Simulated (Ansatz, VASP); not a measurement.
# One calculation of Ge6Pd, two programs

```
Ge Pd
1.0
     4.18786    0.00000    0.00000
    -2.09393    3.62679    0.00000
     0.00000    0.00000   10.60784
Ge Pd
6 1
Cartesian
  0.0000 2.4179 0.7254
  0.0000 2.4179 3.2582
  0.0000 0.0000 4.0492
  0.0000 0.0000 6.5586
  2.0939 1.2089 9.8825
  2.0939 1.2089 7.3496
  0.0000 0.0000 0.0000
```

Alike in both runs: functional PBE; k mesh 12 × 12 × 4; occupations gaussian, width 0.1 eV; no spin polarisation.

Ansatz relaxed the structure, and its values are those at the end. VASP's run is a single point on that final structure, the one shown.

|  | VASP | Ansatz |
| --- | --- | --- |
| version | VASP 6.6.1 | Ansatz 0.2.0 |
| potentials or method | VASP PAW PBE potentials, release 64 (Ge_d, Pd), cutoff 520 eV | scalar-relativistic, plane waves, PAW |
| valence electrons in the cell | 94 | 102 |

Ansatz gave:

```
gap on the k mesh at the Fermi level (eV) : none
pressure (GPa)                            : 0.0
rms of the force components (eV/Å)        : 0.001
```

Task: Estimate VASP's values.

Result: gap on the k mesh at the Fermi level (eV): none; pressure (GPa): 0.0; rms of the force components (eV/Å): 0.004.

A gap of «none» marks a metal or a gap that the smearing closes. VASP's potentials hold 94 valence electrons a cell and Ansatz's 102, so a difference there can come from the potentials and not from the codes.
